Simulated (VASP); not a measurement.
# CdTe (F-43m) in VASP: single point with PBEsol

Aim: the single point of CdTe with PBEsol.

Program: VASP 6.6.1. These are calculated values, not measurements. Logs are shortened: lines on timing, memory, paths and dates and some standing lists are left out, and cuts for length are marked.

## Step 1: The cell of the first run

It takes space group F-43m (No. 216, cubic). The conventional cell has a = 6.489 Å, b = 6.489 Å, c = 6.489 Å, α = 90.00°, β = 90.00°, γ = 90.00°. Cd (site symmetry -43m) has 4 Te at 2.81 Å within 3.7 Å. Te (site symmetry -43m) has 4 Cd at 2.81 Å within 3.7 Å.

## Step 2: Single point, PBEsol

The input, INCAR:

```
SYSTEM = CdTe
PREC     = Accurate       ! precision mode
ENCUT    = 520            ! plane-wave cutoff, eV
EDIFF    = 1E-6           ! SCF threshold, eV
ISMEAR   = -1             ! smearing method
SIGMA    = 0.1            ! smearing width, eV
LREAL    = .False.        ! projectors in reciprocal space
LASPH    = .True.         ! aspherical terms in the spheres
NELM     = 100            ! most SCF steps
ALGO     = Normal         ! electronic algorithm
ISIF     = 2              ! what is computed and relaxed
LWAVE    = .False.        ! write WAVECAR
LCHARG   = .False.        ! write CHGCAR
GGA      = PS             ! functional
NBANDS   = 16             ! bands
```

The input, KPOINTS:

```
Automatic mesh
0
Gamma
  14 14 14
  0 0 0
```

The input, POSCAR:

```
CdTe
1.0
    0.0000000000      3.2446940540      3.2446940540
    3.2446940540      0.0000000000      3.2446940540
    3.2446940540      3.2446940540      0.0000000000
Cd Te
1 1
Direct
    0.0000000000      0.0000000000      0.0000000000
    0.7500000000      0.7500000000      0.7500000000
```

Potentials or basis: VASP PAW PBE potentials, release 64 (Cd, Te).

On the command line:

```
$ cat potpaw_PBE.64/Cd/POTCAR potpaw_PBE.64/Te/POTCAR > POTCAR
$ mpirun -np 1 vasp_std > vasp.out
```

OUTCAR:

```text
SYSTEM = CdTe
   PREC = Accurate
   ENCUT = 520
   EDIFF = 1E-6
   ISMEAR = -1
   LREAL = .False.
   LASPH = .True.
   NELM = 100
   ISIF = 2
   GGA = PS

 ion  position               nearest neighbor table
   1  0.000  0.000  0.000-   2 2.81   2 2.81   2 2.81   2 2.81
   2  0.750  0.750  0.750-   1 2.81   1 2.81   1 2.81   1 2.81

  LATTYP: Found a face centered cubic cell.
 ALAT       =     6.4893881080

  Lattice vectors:

 A1 = (   0.0000000000,   3.2446940540,   3.2446940540)
 A2 = (   3.2446940540,   0.0000000000,   3.2446940540)
 A3 = (   3.2446940540,   3.2446940540,   0.0000000000)

Analysis of symmetry for initial positions (statically):
=====================================================================
 Subroutine PRICEL returns:
 Original cell was already a primitive cell.

 Routine SETGRP: Setting up the symmetry group for a
 face centered cubic supercell.

 Subroutine GETGRP returns: Found 24 space group operations
 (whereof 24 operations were pure point group operations)
 out of a pool of 48 trial point group operations.

The static configuration has the point symmetry T_d .

Analysis of symmetry for dynamics (positions and initial velocities):
=====================================================================
 Subroutine PRICEL returns:
 Original cell was already a primitive cell.

 Routine SETGRP: Setting up the symmetry group for a
 face centered cubic supercell.

 Subroutine GETGRP returns: Found 24 space group operations
 (whereof 24 operations were pure point group operations)
 out of a pool of 48 trial point group operations.

The dynamic configuration has the point symmetry T_d .

 Subroutine INISYM returns: Found 24 space group operations
 (whereof 24 operations are pure point group operations),
 and found     1 'primitive' translations

----------------------------------------------------------------------------------------

                                     Primitive cell

  volume of cell :      68.3205

  direct lattice vectors                    reciprocal lattice vectors
     0.000000000  3.244694054  3.244694054    -0.154097734  0.154097734  0.154097734
     3.244694054  0.000000000  3.244694054     0.154097734 -0.154097734  0.154097734
     3.244694054  3.244694054  0.000000000     0.154097734  0.154097734 -0.154097734

  length of vectors
     4.588690337  4.588690337  4.588690337     0.266905104  0.266905104  0.266905104

  position of ions in fractional coordinates (direct lattice)
     0.000000000  0.000000000  0.000000000
     0.750000000  0.750000000  0.750000000

  ion indices of the primitive-cell ions
   primitive index   ion index
                 1           1
                 2           2

----------------------------------------------------------------------------------------

 KPOINTS: Automatic mesh

Automatic generation of k-mesh.
 Grid dimensions read from file:
 generate k-points for:   14   14   14

 Generating k-lattice:

  Cartesian coordinates                     Fractional coordinates (reciprocal lattice)
    -0.011006981  0.011006981  0.011006981     0.071428571  0.000000000  0.000000000
     0.011006981 -0.011006981  0.011006981     0.000000000  0.071428571  0.000000000
     0.011006981  0.011006981 -0.011006981     0.000000000  0.000000000  0.071428571

  Length of vectors
     0.019064650  0.019064650  0.019064650

  Shift w.r.t. Gamma in fractional coordinates (k-lattice)
     0.000000000  0.000000000  0.000000000

 Subroutine IBZKPT returns following result:
 ===========================================

 Found    104 irreducible k-points:

 Following reciprocal coordinates:
            Coordinates               Weight
  0.000000  0.000000  0.000000      1.000000
  0.071429  0.000000  0.000000      8.000000
  0.142857  0.000000  0.000000      8.000000
  0.214286  0.000000  0.000000      8.000000
  0.285714  0.000000  0.000000      8.000000
  0.357143  0.000000  0.000000      8.000000
[... 16 lines left out ...]
  0.214286  0.142857  0.000000     24.000000
  0.285714  0.142857  0.000000     24.000000
 [... further k-points ...]
   k-points           NKPTS =    104   k-points in BZ     NKDIM =    104   number of bands    NBANDS=     16
   number of dos      NEDOS =    301   number of ions     NIONS =      2
   total plane-waves  NPLWV =  46656
   dimension x,y,z NGX =    36 NGY =   36 NGZ =   36
   dimension x,y,z NGXF=    72 NGYF=   72 NGZF=   72
   ions per type =               1   1
   NGX,Y,Z   is equivalent  to a cutoff of  13.04, 13.04, 13.04 a.u.
   NGXF,Y,Z  is equivalent  to a cutoff of  26.09, 26.09, 26.09 a.u.
 SYSTEM =  CdTe
   PREC   = accura    normal or accurate (medium, high low for compatibility)
   ISTART =      0    job   : 0-new  1-cont  2-samecut
   ICHARG =      2    charge: 1-file 2-atom 10-const
   ISPIN  =      1    spin polarized calculation?
   LNONCOLLINEAR =      F non collinear calculations
   LSORBIT =      F    spin-orbit coupling
   LASPH  =      T    aspherical Exc in radial PAW
   ENCUT  =  520.0 eV  38.22 Ry    6.18 a.u.   8.53  8.53  8.53*2*pi/ulx,y,z
   NELM   =    100;   NELMIN=  2; NELMDL= -5     # of ELM steps
   EDIFF  = 0.1E-05   stopping-criterion for ELM
   LREAL  =      F    real-space projection
   EDIFFG = 0.1E-04   stopping-criterion for IOM
   NSW    =      0    number of steps for IOM
   IBRION =     -1    ionic relax: 0-MD 1-quasi-New 2-CG
   NFREE  =      0    steps in history (QN), initial steepest desc. (CG)
   ISIF   =      2    stress and relaxation
   ISYM   =      2    0-nonsym 1-usesym 2-fastsym
   POTIM  = 0.5000    time-step for ionic-motion
   TEBEG  =    0.0;   TEEND  =   0.0 temperature during run
   PSTRESS=    0.0 pullay stress
   NELECT =      18.0000    total number of electrons
   NUPDOWN=      -1.0000    fix difference up-down
   EMIN   =  10.00;   EMAX   =-10.00  energy-range for DOS
   EFERMI =   0.00;   METHOD = LEGACY
   ISMEAR =    -1;   SIGMA  =   0.10  broadening in eV -4-tet -1-fermi 0-gaus
   EFERMI_NEDOS =   21; number of points for ismear=-14 and -15
   IALGO  =     38    algorithm
   IMIX   =      4    mixing-type and parameters
     AMIX     =   0.40;   BMIX     =  1.00
     AMIX_MAG =   1.60;   BMIX_MAG =  1.00
  volume/ion in A,a.u.               =      34.16       230.52
  Fermi-wavevector in a.u.,A,eV,Ry     =   1.049499  1.983265 14.986104  1.101448
  Thomas-Fermi vector in A             =   2.184464
   LORBIT       =      0    0 simple, 1 ext, 2 COOP (PROOUT), +10 PAW based schemes
   GGA     = PS    functional components
   LHFCALC =     F    Hartree Fock is set to
   AEXX    =    0.0000 exact exchange contribution
   IVDW    =     0    specifies the selected vdW correction
   LEPSILON=     F    determine dielectric tensor
   LRPA    =     F    only Hartree local field effects (RPA)
 non-spin polarized calculation
  energy-cutoff  :      520.00
  volume of cell :       68.32
 maximum number of plane-waves:      1865
 NGX is ok and might be reduce to    36
   NGX = 17   NGY = 17   NGZ = 17

 number of electron      17.9999997 magnetization

 Free energy of the ion-electron system (eV)
  ---------------------------------------------------
  ext. energy  EPLUGINS =         0.00000000
  ---------------------------------------------------
  free energy    TOTEN  =        -5.49061703 eV

  energy without entropy =       -5.49044177  energy(sigma->0) =       -5.49052940

 E-fermi :   2.6942     XC(G=0):  -8.7646

 val. band max:        2.1747230101   @ k =   0.0000   0.0000   0.0000
 cond. band min:       2.8261194658   @ k =   0.0000   0.0000   0.0000
 fundamental gap:      0.6513964557
 Fermi energy:         2.6941682031

 k-point     1 :       0.0000    0.0000    0.0000
  band No.  band energies     occupation
      1      -9.0156      2.00000
      2      -6.0656      2.00000
      3      -6.0656      2.00000
      4      -6.0656      2.00000
      5      -5.8033      2.00000
      6      -5.8033      2.00000
[... 8 lines left out ...]
     15      11.5135      0.00000
     16      11.5135      0.00000

 k-point     2 :       0.0714    0.0000    0.0000
  band No.  band energies     occupation
      1      -8.9958      2.00000
      2      -6.0618      2.00000
      3      -6.0618      2.00000
      4      -6.0515      2.00000
      5      -5.8037      2.00000
      6      -5.8037      2.00000
[... 8 lines left out ...]
     15      11.1075      0.00000
     16      11.1075      0.00000

 k-point     3 :       0.1429    0.0000    0.0000
  band No.  band energies     occupation
      1      -8.9398      2.00000
      2      -6.0514      2.00000
      3      -6.0514      2.00000
      4      -6.0069      2.00000
      5      -5.8044      2.00000
      6      -5.8044      2.00000
[... 8 lines left out ...]
     15      10.6834      0.00000
     16      10.6834      0.00000

 k-point     4 :       0.2143    0.0000    0.0000
  band No.  band energies     occupation
      1      -8.8586      2.00000
      2      -6.0371      2.00000
      3      -6.0371      2.00000
      4      -5.9262      2.00000
      5      -5.8044      2.00000
      6      -5.8044      2.00000
[... 8 lines left out ...]
     15      10.5186      0.00000
     16      10.5186      0.00000
[... 324 lines left out ...]
 k-point    22 :       0.1429    0.1429    0.0000
  band No.  band energies     occupation
      1      -8.9147      2.00000
      2      -6.0374      2.00000
      3      -6.0374      2.00000
      4      -6.0069      2.00000
      5      -5.8110      2.00000
      6      -5.7975      2.00000
[... 8 lines left out ...]
     15      10.8630      0.00000
     16      11.6910      0.00000

 k-point    23 :       0.2143    0.1429    0.0000
  band No.  band energies     occupation
      1      -8.8542      2.00000
      2      -6.0264      2.00000
      3      -6.0223      2.00000
      4      -5.9564      2.00000
      5      -5.8104      2.00000
      6      -5.7950      2.00000
[... 8 lines left out ...]
     15      11.4376      0.00000
     16      11.5883      0.00000

 k-point    24 :       0.2857    0.1429    0.0000
  band No.  band energies     occupation
      1      -8.7757      2.00000
      2      -6.0158      2.00000
      3      -6.0064      2.00000
      4      -5.8800      2.00000
      5      -5.7927      2.00000
      6      -5.7914      2.00000
[... 8 lines left out ...]
     15      11.5840      0.00000
     16      11.5944      0.00000

 [... further k-points ...]
[... 5 lines left out ...]
  --------------------------------------------------------------------------------------
  -------------------------------------------------------------------------------------
  Total        0.0681476      0.0681476      0.0681476      0.0000000     -0.0000000      0.0000000
  in kB        1.5981227      1.5981227      1.5981227      0.0000000     -0.0000000      0.0000000
  external PRESSURE =       1.5981227 kB  Pullay stress =       0.0000000 kB

 VOLUME and BASIS-vectors are now :
 -----------------------------------------------------------------------------
  energy-cutoff  :      520.00
  volume of cell :       68.32
      direct lattice vectors                 reciprocal lattice vectors
     0.000000000  3.244694054  3.244694054    -0.154097734  0.154097734  0.154097734
     3.244694054  0.000000000  3.244694054     0.154097734 -0.154097734  0.154097734
     3.244694054  3.244694054  0.000000000     0.154097734  0.154097734 -0.154097734

 POSITION                                       TOTAL-FORCE (eV/Angst)
 -----------------------------------------------------------------------------------
      0.00000      0.00000      0.00000         0.000000      0.000000      0.000000
      4.86704      4.86704      4.86704        -0.000000     -0.000000     -0.000000
 -----------------------------------------------------------------------------------
    total drift:                                0.000000      0.000000      0.000000

  FREE ENERGIE OF THE ION-ELECTRON SYSTEM (eV)
  ---------------------------------------------------
  free  energy   TOTEN  =        -5.4906170266 eV

  energy  without entropy=       -5.4904417685  energy(sigma->0) =       -5.49052940
```

It took 2 min on 1 thread of Intel Xeon 8259CL, shared host; peak memory 0.28 GiB.

What came out:

```
Free energy            : -5.4906 eV
Pressure               : 0.2 GPa
Band gap on the k mesh : 0.65 eV
```

Caveat: semilocal functionals underestimate gaps, and a narrow one can read as zero; the PAW data sets were made with another functional, which shifts forces and pressure a little; spin-orbit coupling is left out, which moves the levels of the heavy elements.
